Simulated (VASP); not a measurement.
# CsO (Immm) in VASP: notebook

The runs below take CsO through single point, with LDA.

All numbers are computed with VASP 6.6.1; they aren't measurements. Logs are shortened: lines on timing, memory, paths and dates and some standing lists are left out, and cuts for length are marked.

### 1 The cell of the first run

Symmetry: Immm, No. 71, orthorhombic system. The conventional cell has a = 4.106 Å, b = 6.109 Å, c = 7.141 Å, α = 90.00°, β = 90.00°, γ = 90.00°. Within 3.7 Å of Cs (site symmetry mm2) lie 6 O at 2.82 to 2.93 Å and 6 Cs at 3.57 to 3.68 Å. O (site symmetry m2m) has 1 O at 1.47 Å within 2.0 Å.

### 2 Single point, LDA (strain -0.050 along x and y, -0.050 along z)

INCAR

```
SYSTEM = CsO
PREC = Accurate
ENCUT = 520
EDIFF = 1E-6
ISMEAR = 0
SIGMA = 0.05
LREAL = .False.
LASPH = .True.
NELM = 60
ALGO = Normal
ISIF = 2
LWAVE = .False.
LCHARG = .False.
NBANDS = 23
```

KPOINTS

```
Automatic mesh
0
Gamma
  8 8 8
  0 0 0
```

POSCAR

```
CsO
1.0
   -2.0529500000      3.0542500000      3.5705750000
    2.0529500000     -3.0542500000      3.5705750000
    2.0529500000      3.0542500000     -3.5705750000
Cs O
2 2
Direct
    0.2500000000      0.2500000000      0.0000000000
    0.7500000000      0.7500000000      0.0000000000
    0.6200000000      0.0000000000      0.6200000000
    0.3800000000      0.0000000000      0.3800000000
```

Potentials or basis: VASP PAW LDA potentials, release 64 (Cs_sv, O).

Started as:

```
cat potpaw_LDA.64/Cs_sv/POTCAR potpaw_LDA.64/O/POTCAR > POTCAR
mpirun -np 1 vasp_std > vasp.out
```

OUTCAR:

```text
SYSTEM = CsO
   PREC = Accurate
   ENCUT = 520
   EDIFF = 1E-6
   ISMEAR = 0
   LREAL = .False.
   LASPH = .True.
   NELM = 60
   ISIF = 2

 ion  position               nearest neighbor table
   1  0.250  0.250  0.000-
   2  0.750  0.750  0.000-
   3  0.620  0.000  0.620-   4 1.47
   4  0.380  0.000  0.380-   3 1.47

  LATTYP: Found a body centered orthorhombic cell.
 ALAT       =     4.1059000000
 B/A-ratio  =     1.4877371587
 C/A-ratio  =     1.7392410921

  Lattice vectors:

 A1 = (  -2.0529500000,   3.0542500000,   3.5705750000)
 A2 = (   2.0529500000,  -3.0542500000,   3.5705750000)
 A3 = (   2.0529500000,   3.0542500000,  -3.5705750000)

Analysis of symmetry for initial positions (statically):
=====================================================================
 Subroutine PRICEL returns:
 Original cell was already a primitive cell.

 Routine SETGRP: Setting up the symmetry group for a
 body centered orthorhombic supercell.

 Subroutine GETGRP returns: Found  8 space group operations
 (whereof  8 operations were pure point group operations)
 out of a pool of  8 trial point group operations.

The static configuration has the point symmetry D_2h.

Analysis of symmetry for dynamics (positions and initial velocities):
=====================================================================
 Subroutine PRICEL returns:
 Original cell was already a primitive cell.

 Routine SETGRP: Setting up the symmetry group for a
 body centered orthorhombic supercell.

 Subroutine GETGRP returns: Found  8 space group operations
 (whereof  8 operations were pure point group operations)
 out of a pool of  8 trial point group operations.

The dynamic configuration has the point symmetry D_2h.

 Subroutine INISYM returns: Found  8 space group operations
 (whereof  8 operations are pure point group operations),
 and found     1 'primitive' translations

----------------------------------------------------------------------------------------

                                     Primitive cell

  volume of cell :      89.5532

  direct lattice vectors                    reciprocal lattice vectors
    -2.052950000  3.054250000  3.570575000     0.000000000  0.163706311  0.140033468
[... 82 lines left out ...]
   ISTART =      0    job   : 0-new  1-cont  2-samecut
   ICHARG =      2    charge: 1-file 2-atom 10-const
   ISPIN  =      1    spin polarized calculation?
   LNONCOLLINEAR =      F non collinear calculations
   LSORBIT =      F    spin-orbit coupling
   LASPH  =      T    aspherical Exc in radial PAW
   ENCUT  =  520.0 eV  38.22 Ry    6.18 a.u.   9.53  9.53  9.53*2*pi/ulx,y,z
   NELM   =     60;   NELMIN=  2; NELMDL= -5     # of ELM steps
   EDIFF  = 0.1E-05   stopping-criterion for ELM
   LREAL  =      F    real-space projection
   EDIFFG = 0.1E-04   stopping-criterion for IOM
   NSW    =      0    number of steps for IOM
   IBRION =     -1    ionic relax: 0-MD 1-quasi-New 2-CG
   NFREE  =      0    steps in history (QN), initial steepest desc. (CG)
   ISIF   =      2    stress and relaxation
   ISYM   =      2    0-nonsym 1-usesym 2-fastsym
   POTIM  = 0.5000    time-step for ionic-motion
   TEBEG  =    0.0;   TEEND  =   0.0 temperature during run
   PSTRESS=    0.0 pullay stress
   NELECT =      30.0000    total number of electrons
   NUPDOWN=      -1.0000    fix difference up-down
   EMIN   =  10.00;   EMAX   =-10.00  energy-range for DOS
   EFERMI =   0.00;   METHOD = LEGACY
   ISMEAR =     0;   SIGMA  =   0.05  broadening in eV -4-tet -1-fermi 0-gaus
   EFERMI_NEDOS =   21; number of points for ismear=-14 and -15
   IALGO  =     38    algorithm
   IMIX   =      4    mixing-type and parameters
     AMIX     =   0.40;   BMIX     =  1.00
     AMIX_MAG =   1.60;   BMIX_MAG =  1.00
  volume/ion in A,a.u.               =      22.39       151.08
  Fermi-wavevector in a.u.,A,eV,Ry     =   1.136985  2.148591 17.588738  1.292736
  Thomas-Fermi vector in A             =   2.273690
   LORBIT       =      0    0 simple, 1 ext, 2 COOP (PROOUT), +10 PAW based schemes
   GGA     = CA    functional components
   LHFCALC =     F    Hartree Fock is set to
   AEXX    =    0.0000 exact exchange contribution
   IVDW    =     0    specifies the selected vdW correction
   LEPSILON=     F    determine dielectric tensor
   LRPA    =     F    only Hartree local field effects (RPA)
 non-spin polarized calculation
 Gauss-broadening in eV      SIGMA  =   0.05
  energy-cutoff  :      520.00
  volume of cell :       89.55
 maximum number of plane-waves:      2445
 NGX is ok and might be reduce to    40
   NGX = 19   NGY = 19   NGZ = 19

 number of electron      30.0000002 magnetization

 Free energy of the ion-electron system (eV)
  ---------------------------------------------------
  ext. energy  EPLUGINS =         0.00000000
  ---------------------------------------------------
  free energy    TOTEN  =       -17.92554299 eV

  energy without entropy =      -17.92554299  energy(sigma->0) =      -17.92554299

 E-fermi :   3.4551     XC(G=0):  -9.6148

 val. band max:        3.1561364312   @ k =   0.0000   0.0000   0.0000
 cond. band min:       4.9420756367   @ k =   0.5000   0.5000   0.5000
 fundamental gap:      1.7859392055
 Fermi energy:         3.4551167617

 k-point     1 :       0.0000    0.0000    0.0000
  band No.  band energies     occupation
      1     -19.3653      2.00000
      2     -18.0554      2.00000
      3     -17.2728      2.00000
      4     -11.2156      2.00000
      5      -6.4499      2.00000
      6      -6.1891      2.00000
[... 613 lines left out ...]
     22      10.6199      0.00000
     23      10.8589      0.00000

 [... further k-points ...]
[... 5 lines left out ...]
  --------------------------------------------------------------------------------------
  -------------------------------------------------------------------------------------
  Total        1.5049285      1.4739165      1.8635392      0.0000000      0.0000000      0.0000000
  in kB       26.9243574     26.3695283     33.3401847      0.0000000      0.0000000      0.0000000
  external PRESSURE =      28.8780234 kB  Pullay stress =       0.0000000 kB

 VOLUME and BASIS-vectors are now :
 -----------------------------------------------------------------------------
  energy-cutoff  :      520.00
  volume of cell :       89.55
      direct lattice vectors                 reciprocal lattice vectors
    -2.052950000  3.054250000  3.570575000     0.000000000  0.163706311  0.140033468
     2.052950000 -3.054250000  3.570575000     0.243551962  0.000000000  0.140033468
     2.052950000  3.054250000 -3.570575000     0.243551962  0.163706311  0.000000000

 POSITION                                       TOTAL-FORCE (eV/Angst)
 -----------------------------------------------------------------------------------
      0.00000      0.00000      1.78529        -0.000000     -0.000000     -0.123586
      0.00000      0.00000      5.35586         0.000000     -0.000000      0.123586
      0.00000      3.78727      0.00000         0.000000      0.119869      0.000000
      0.00000      2.32123      0.00000        -0.000000     -0.119869      0.000000
 -----------------------------------------------------------------------------------
    total drift:                               -0.000000     -0.000000      0.000000

  FREE ENERGIE OF THE ION-ELECTRON SYSTEM (eV)
  ---------------------------------------------------
  free  energy   TOTEN  =       -17.9255429936 eV

  energy  without entropy=      -17.9255429936  energy(sigma->0) =      -17.92554299
```

stdout:

```text
POSCAR found type information on POSCAR CsO
 POSCAR found :  2 types and       4 ions
 scaLAPACK will be used
 LDA part: xc-table for (Slater(with rela. corr.)+CA(PZ))
 , standard interpolation
 POSCAR, INCAR and KPOINTS ok, starting setup
 FFT: planning ... GRIDC
 FFT: planning ... GRID_SOFT
 FFT: planning ... GRID
 WAVECAR not read
 entering main loop
```

Run time: 6.8 min. Hardware: 1 thread of Intel Xeon 8259CL, shared host; peak memory 0.31 GiB.

Results:

```yaml
Free_energy: -17.9255 eV
Pressure: 2.9 GPa
Largest_force: 0.124 eV/Å
Band_gap_on_the_k_mesh: 1.79 eV (least direct gap 2.01 eV)
```

Forces on the atoms (eV/Å):
```
Cs   0.000  0.000 -0.124
Cs   0.000  0.000  0.124
O    0.000  0.120  0.000
O    0.000 -0.120  0.000
```

Caveat: the cell differs from its parent crystal (strain -0.050 along x and y, -0.050 along z); spin-orbit coupling is left out, which moves the levels of the heavy elements.

### 3 Single point, LDA (strain -0.050 along x and y, -0.025 along z)

INCAR

```
ALGO = Normal
EDIFF = 1E-6
ENCUT = 520
GGA = CA
ISIF = 2
ISMEAR = 0
LASPH = True
LCHARG = False
LREAL = False
LWAVE = False
NBANDS = 23
NELM = 60
PREC = Accurate
SIGMA = 0.05
```

KPOINTS

```
k-points
0
Gamma
  8 8 8
```

POSCAR

```
CsO
1.0
   -2.0529500000      3.0542500000      3.6645375000
    2.0529500000     -3.0542500000      3.6645375000
    2.0529500000      3.0542500000     -3.6645375000
Cs O
2 2
Direct
    0.2500000000      0.2500000000      0.0000000000
    0.7500000000      0.7500000000      0.0000000000
    0.6200000000      0.0000000000      0.6200000000
    0.3800000000      0.0000000000      0.3800000000
```

Potentials or basis: VASP PAW LDA potentials, release 64 (Cs_sv, O).

Started as:

```
cat potpaw_LDA.64/Cs_sv/POTCAR potpaw_LDA.64/O/POTCAR > POTCAR
mpirun -np 1 vasp_std > vasp.out
```

It took 4.7 min on 1 thread of Intel Xeon 8259CL, shared host; peak memory 0.31 GiB.

Results (log left out):

```
Free energy            : -17.9578 eV
Pressure               : 1.5 GPa
Largest force          : 0.165 eV/Å
Band gap on the k mesh : 1.73 eV (least direct gap 1.95 eV)
```

Forces on the atoms (eV/Å):
```
Cs   0.000  0.000 -0.032
Cs   0.000  0.000  0.032
O    0.000  0.165  0.000
O    0.000 -0.165  0.000
```

Stress tensor (GPa, compression positive):
```
1.56 0.00 0.00
0.00 2.02 0.00
0.00 0.00 0.90
```

Levels at points of the mesh, in eV from the valence-band top:
| k point | band 13 | band 14 | band 15 | band 16 | band 17 | band 18 |
| --- | --- | --- | --- | --- | --- | --- |
| (0.00, 0.00, 0.00) | -4.15 | -0.97 | 0.00 | 1.95 | 2.12 | 2.69 |
| (0.50, 0.00, 0.00) | -4.02 | -0.71 | -0.62 | 2.57 | 3.60 | 3.92 |
| (0.00, 0.50, 0.00) | -3.52 | -1.11 | -0.46 | 2.88 | 3.54 | 5.18 |
| (0.50, 0.50, 0.00) | -3.73 | -1.10 | -0.96 | 2.68 | 2.99 | 3.49 |
| (0.50, 0.50, 0.50) | -3.86 | -0.93 | -0.62 | 1.73 | 3.75 | 3.83 |

Caveat: the cell differs from its parent crystal (strain -0.050 along x and y, -0.025 along z); spin-orbit coupling is left out, which moves the levels of the heavy elements.

### 4 Single point, LDA (strain -0.050 along x and y, +0.000 along z)

INCAR

```
PREC = Accurate
ENCUT = 520
EDIFF = 1E-6
ISMEAR = 0
SIGMA = 0.05
LREAL = False
LASPH = True
NELM = 80
ALGO = Normal
ISIF = 2
LWAVE = False
LCHARG = False
GGA = CA
NBANDS = 23
```

KPOINTS

```
regular mesh
0
Gamma
  8 8 8
```

POSCAR

```
CsO
1.0
   -2.0529500000      3.0542500000      3.7585000000
    2.0529500000     -3.0542500000      3.7585000000
    2.0529500000      3.0542500000     -3.7585000000
Cs O
2 2
Direct
    0.2500000000      0.2500000000      0.0000000000
    0.7500000000      0.7500000000      0.0000000000
    0.6200000000      0.0000000000      0.6200000000
    0.3800000000      0.0000000000      0.3800000000
```

Started as:

```
cat potpaw_LDA.64/Cs_sv/POTCAR potpaw_LDA.64/O/POTCAR > POTCAR
mpirun -np 1 vasp_std > vasp.out
```

Run time: 4.4 min. Hardware: 1 thread of Intel Xeon 8259CL, shared host; peak memory 0.32 GiB.

The run converged. Its results:

| Item | Value |
| --- | --- |
| Free energy | -17.9569 eV |
| Pressure | 0.3 GPa |
| Largest force | 0.205 eV/Å |
| Band gap on the k mesh | 1.66 eV (least direct gap 1.87 eV) |

Forces in eV/Å, atoms in the order of the input:
```
Cs   0.000  0.000  0.059
Cs   0.000  0.000 -0.059
O    0.000  0.205  0.000
O    0.000 -0.205  0.000
```

Stress tensor (GPa, compression positive):
```
 0.63  0.00  0.00
 0.00  1.50  0.00
 0.00  0.00 -1.18
```

Levels at points of the mesh, in eV from the valence-band top:
```csv
k point,band 12,band 13,band 14,band 15,band 16,band 17,band 18,band 19
"(0.00, 0.00, 0.00)",-4.28,-4.12,-0.85,0.00,1.87,2.17,2.65,3.76
"(0.50, 0.00, 0.00)",-4.15,-4.02,-0.62,-0.59,2.47,3.46,3.86,5.49
"(0.00, 0.50, 0.00)",-3.85,-3.58,-1.04,-0.43,2.84,3.58,5.13,5.51
"(0.50, 0.50, 0.00)",-3.84,-3.79,-1.03,-0.92,2.63,2.97,3.47,4.27
"(0.50, 0.50, 0.50)",-4.39,-3.87,-0.90,-0.53,1.66,3.59,3.82,4.04
```

Caveat: the cell differs from its parent crystal (strain -0.050 along x and y, +0.000 along z); spin-orbit coupling is left out, which moves the levels of the heavy elements.

### 5 Single point, LDA (strain -0.025 along x and y, -0.050 along z)

INCAR

```
ALGO     = Normal         # electronic algorithm
EDIFF    = 1E-6           # SCF threshold, eV
ENCUT    = 520            # plane-wave cutoff, eV
ISIF     = 2              # what is computed and relaxed
ISMEAR   = 0              # smearing method
LASPH    = True           # aspherical terms in the spheres
LCHARG   = False          # write CHGCAR
LREAL    = False          # projectors in reciprocal space
LWAVE    = False          # write WAVECAR
NBANDS   = 23             # bands
NELM     = 100            # most SCF steps
PREC     = Accurate       # precision mode
SIGMA    = 0.05           # smearing width, eV
```

KPOINTS

```
k-points
0
Gamma
  8 8 8
```

POSCAR

```
CsO
1.0
   -2.1069750000      3.1346250000      3.5705750000
    2.1069750000     -3.1346250000      3.5705750000
    2.1069750000      3.1346250000     -3.5705750000
Cs O
2 2
Direct
    0.2500000000      0.2500000000      0.0000000000
    0.7500000000      0.7500000000      0.0000000000
    0.6200000000      0.0000000000      0.6200000000
    0.3800000000      0.0000000000      0.3800000000
```

Started as:

```
cat potpaw_LDA.64/Cs_sv/POTCAR potpaw_LDA.64/O/POTCAR > POTCAR
mpirun -np 1 vasp_std > vasp.out
```

Wall time 4.7 min (1 thread of Intel Xeon 8259CL, shared host); peak memory 0.31 GiB.

Results (log left out):

* Free energy: -17.9583 eV
* Pressure: 0.2 GPa
* Largest force: 0.600 eV/Å
* Band gap on the k mesh: 1.74 eV (least direct gap 1.92 eV)

Forces in eV/Å, atoms in the order of the input:
```
Cs   0.000  0.000 -0.003
Cs   0.000  0.000  0.003
O    0.000 -0.600  0.000
O    0.000  0.600  0.000
```

Stress tensor (GPa, compression positive):
```
 0.36  0.00  0.00
 0.00 -1.44  0.00
 0.00  0.00  1.65
```

Levels at points of the mesh, in eV from the valence-band top:
```tsv
k point	band 12	band 13	band 14	band 15	band 16	band 17	band 18	band 19
(0.00, 0.00, 0.00)	-4.02	-3.91	-1.00	0.00	1.96	1.97	2.89	4.52
(0.50, 0.00, 0.00)	-3.91	-3.70	-0.74	-0.59	2.65	3.70	3.90	5.44
(0.00, 0.50, 0.00)	-3.49	-3.26	-1.02	-0.46	2.91	3.20	5.13	5.71
(0.50, 0.50, 0.00)	-3.58	-3.36	-1.03	-0.88	2.75	2.99	3.35	4.78
(0.50, 0.50, 0.50)	-4.14	-3.54	-0.81	-0.64	1.96	3.34	4.08	4.15
```

Caveat: the cell differs from its parent crystal (strain -0.025 along x and y, -0.050 along z); spin-orbit coupling is left out, which moves the levels of the heavy elements. A k mesh can miss the band edges.

### 6 Overview

| cell | gap on the mesh (eV) | pressure (GPa) | largest force (eV/Å) |
| --- | --- | --- | --- |
| a = 5.128 Å, angles 132.8, 106.9, 91.7°, 4 atoms | 1.79 | 2.9 | 0.12 |
| a = 5.193 Å, angles 133.4, 108.0, 90.2°, 4 atoms | 1.73 | 1.5 | 0.16 |
| a = 5.260 Å, angles 134.1, 109.0, 88.8°, 4 atoms | 1.66 | 0.3 | 0.21 |
| a = 5.198 Å, angles 132.2, 105.8, 93.2°, 4 atoms | 1.74 | 0.2 | 0.60 |

Alike in all rows: task single point; level LDA; potentials or basis VASP PAW LDA potentials, release 64 (Cs_sv, O); no spin polarisation; k mesh 8 × 8 × 8; cutoff (eV) 520; smearing gaussian 0.05 eV.

Caveats: spin-orbit coupling is left out, which moves the levels of the heavy elements.

Absolute energies hang on the potentials; compare differences alone.
